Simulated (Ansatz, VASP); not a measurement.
## One calculation of CaO, two programs

The input INCAR:

```
PREC = Accurate
ENCUT = 520
EDIFF = 1E-6
ISMEAR = -1
SIGMA = 0.02
LREAL = F
LASPH = T
NELM = 60
ALGO = Normal
ISIF = 2
LWAVE = F
LCHARG = T
GGA = PE
LELF = T
LVHAR = T
NBANDS = 15
```

Contents of KPOINTS:

```
Automatic mesh
0
Gamma
  10 10 10
```

File POSCAR:

```
CaO
1.0
    0.0000000000      2.3975473909      2.3975473909
    2.3975473909      0.0000000000      2.3975473909
    2.3975473909      2.3975473909      0.0000000000
Ca O
1 1
Direct
    0.0000000000      0.0000000000      0.0000000000
    0.5000000000      0.5000000000      0.5000000000
```

Input for Ansatz:

```yaml
crystal:
  lattice:
    - [0.0, 2.3975473909, 2.3975473909]
    - [2.3975473909, 0.0, 2.3975473909]
    - [2.3975473909, 2.3975473909, 0.0]
  atoms:
    - { symbol: Ca, position: [0.0, 0.0, 0.0] }
    - { symbol: O, position: [0.5, 0.5, 0.5] }
kpoints:
  mp_grid: { grid: [10, 10, 10] }
  band_path:
    path:
      - [0.0, 0.0, 0.0]
      - [0.5, 0.0, 0.5]
      - [0.625, 0.25, 0.625]
      - [0.375, 0.375, 0.75]
      - [0.5, 0.5, 0.5]
      - [0.5, 0.25, 0.75]
      - [0.0, 0.5, 0.5]
    npoints: 1
hamiltonian:
  xc: pbe
scf:
  occupations: { method: fermi_dirac, width: 0.02 }
  n_extra_bands: 4
output:
  forces: true
  stress: true
  eigenvalues: true
```

Alike in both runs: task single point; functional PBE; k mesh 10 × 10 × 10; occupations fermi-dirac, width 0.02 eV; no spin polarisation.

|  | VASP | Ansatz |
| --- | --- | --- |
| version | VASP 6.6.1 | Ansatz 0.2.0 |
| potentials or method | VASP PAW PBE potentials, release 64 (Ca_sv, O) | plane waves, PAW |
| plane-wave cutoff (eV) | 520 | 420 |
| valence electrons in the cell | 16 | 16 |

VASP gave:

| Property | Result |
| --- | --- |
| gap on the k mesh at the Fermi level (eV) | 3.63 |
| pressure (GPa) | 3.1 |

**Question.** Estimate Ansatz's values.

**Answer.** gap on the k mesh at the Fermi level (eV): 3.65; pressure (GPa): 2.5.
